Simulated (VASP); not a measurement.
Write the native input for VASP 6.6.1 that does the following.

- Task: single point
- Functional: PBEsol
- Potentials or basis: VASP PAW PBE potentials, release 64 (V_sv, Sn_d, O)
- Cutoff: 520 eV
- k mesh: 4 × 4 × 3
- Occupations: gaussian, width 0.05 eV
- Spin: no spin polarisation
- Hubbard terms: V d U = 3.0 eV
- Dipole correction: no
- Further INCAR settings: ALGO = Normal; EDIFF = 1e-07; NBANDS = 64

The structure of VSn3O8 lies in POSCAR:

```
VSn3O8
1.0
    4.7373500000      0.0000000000      0.0000000000
    0.0000000000      4.7373500000      0.0000000000
    0.0000000000      0.0000000000      6.3728000000
V Sn O
1 3 8
Direct
    1.0000000000      0.0000000000      1.0000000000
    1.0000000000      0.0000000000      0.5000000000
    0.5000000000      0.5000000000      0.2450939399
    0.5000000000      0.5000000000      0.7549060601
    0.2922349315      0.2922349315      1.0000000000
    0.3075473415      0.3075473415      0.5000000000
    0.1883256379      0.8116743621      0.2370416750
    0.1883256379      0.8116743621      0.7629583250
    0.7077650685      0.7077650685      1.0000000000
    0.6924526585      0.6924526585      0.5000000000
    0.8116743621      0.1883256379      0.2370416750
    0.8116743621      0.1883256379      0.7629583250
```

These files were run (other wordings do the same):

INCAR

```
SYSTEM = VSn3O8
PREC     = Accurate       ! precision mode
ENCUT    = 520            ! plane-wave cutoff, eV
EDIFF    = 1E-7           ! SCF threshold, eV
ISMEAR   = 0              ! smearing method
SIGMA    = 0.05           ! smearing width, eV
LREAL    = .False.        ! projectors in reciprocal space
LASPH    = .True.         ! aspherical terms in the spheres
NELM     = 150            ! most SCF steps
ALGO     = Normal         ! electronic algorithm
ISIF     = 2              ! what is computed and relaxed
LWAVE    = .False.        ! write WAVECAR
LCHARG   = .True.         ! write CHGCAR
LMAXMIX  = 4              ! l up to which the mixer works
LDAU     = .True.         ! DFT+U
LDAUTYPE = 2            
LDAUL    = 2 -1 -1        ! shell
LDAUU    = 3 0 0          ! U, eV
LDAUJ    = 0 0 0        
LDAUPRINT= 1            
GGA      = PS             ! functional
LELF     = .True.         ! ELF
LVHAR    = .True.       
NBANDS   = 64             ! bands
```

KPOINTS

```
Automatic mesh
0
Gamma
  4 4 3
  0 0 0
```

Potentials or basis: VASP PAW PBE potentials, release 64 (V_sv, Sn_d, O).

Launch:

```console
$ cat potpaw_PBE.64/V_sv/POTCAR potpaw_PBE.64/Sn_d/POTCAR potpaw_PBE.64/O/POTCAR > POTCAR
$ mpirun -np 1 vasp_std > vasp.out
```

It gave:

```yaml
Pressure: -4.8 GPa
Largest_force: 0.321 eV/Å
Band_gap_on_the_k_mesh: zero (an odd number of electrons rules out a gap without spin polarisation)
```

Caveat: the cell stands under tension; the PAW data sets were made with another functional, which shifts forces and pressure a little; spin-orbit coupling is left out, which moves the levels of the heavy elements; an odd number of electrons without spin polarisation forces a metal; a magnetic or distorted state may lie lower; the run has no spin polarisation, though such a crystal can be magnetic; U without spin polarisation on a metal has little footing.

Wall time 2.8 min on 1 thread of Intel Xeon 8259CL (shared host), peak memory 0.26 GiB.
